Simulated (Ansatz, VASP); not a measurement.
## Cu in VASP and in Ansatz

INCAR

```
ALGO     = Normal         # electronic algorithm
EDIFF    = 1E-7           # SCF threshold, eV
ENCUT    = 520            # plane-wave cutoff, eV
GGA      = PE             # functional
ISIF     = 2              # what is computed and relaxed
ISMEAR   = 0              # smearing method
LASPH    = True           # aspherical terms in the spheres
LCHARG   = False          # write CHGCAR
LREAL    = False          # projectors in reciprocal space
LWAVE    = False          # write WAVECAR
NBANDS   = 12             # bands
NELM     = 60             # most SCF steps
PREC     = Accurate       # precision mode
SIGMA    = 0.15           # smearing width, eV
```

The input KPOINTS:

```
k-points
0
Gamma
  22 22 22
```

Contents of POSCAR:

```
Cu
1.0
   -1.5469500000      1.5469500000      1.3819816190
    1.5469500000     -1.5469500000      1.3819816190
    1.5469500000      1.5469500000     -1.3819816190
Cu
1
Direct
    0.0000000000      0.0000000000      0.0000000000
```

Input for Ansatz:

```yaml
crystal:
  lattice:
    - [-1.54695, 1.54695, 1.381981619]
    - [1.54695, -1.54695, 1.381981619]
    - [1.54695, 1.54695, -1.381981619]
  atoms:
    - { symbol: Cu, position: [0.0, 0.0, 0.0] }
basis:
  ecutwfc: 520.0
kpoints:
  mp_grid: { grid: [22, 22, 22] }
hamiltonian:
  xc: pbe
  pseudopotentials: { kind: paw, azcp: { folder: soft_1 } }
scf:
  occupations: { method: gaussian, width: 0.15 }
output:
  forces: true
  stress: true
  eigenvalues: true
  write_density: true
  write_potential: true
  elf: true
  volumetric_format: npy
```

Alike in both runs: task single point; functional PBE; k mesh 22 × 22 × 22; occupations gaussian, width 0.15 eV; no spin polarisation.

|  | VASP | Ansatz |
| --- | --- | --- |
| version | VASP 6.6.1 | Ansatz 0.2.0 |
| potentials or method | VASP PAW PBE potentials, release 64 (Cu), cutoff 520 eV | scalar-relativistic, plane waves, PAW |
| valence electrons in the cell | 11 | 19 |

```csv
,VASP,Ansatz,Ansatz less VASP
gap on the k mesh at the Fermi level (eV),none,none,-
pressure (GPa),-9.6,-10.3,-0.76
"traceless stress, the component that is largest in VASP (GPa)",0.20,0.17,-0.024
```

A gap of «none» marks a metal or a gap that the smearing closes. VASP's potentials hold 11 valence electrons a cell and Ansatz's 19, so a difference there can come from the potentials and not from the codes.
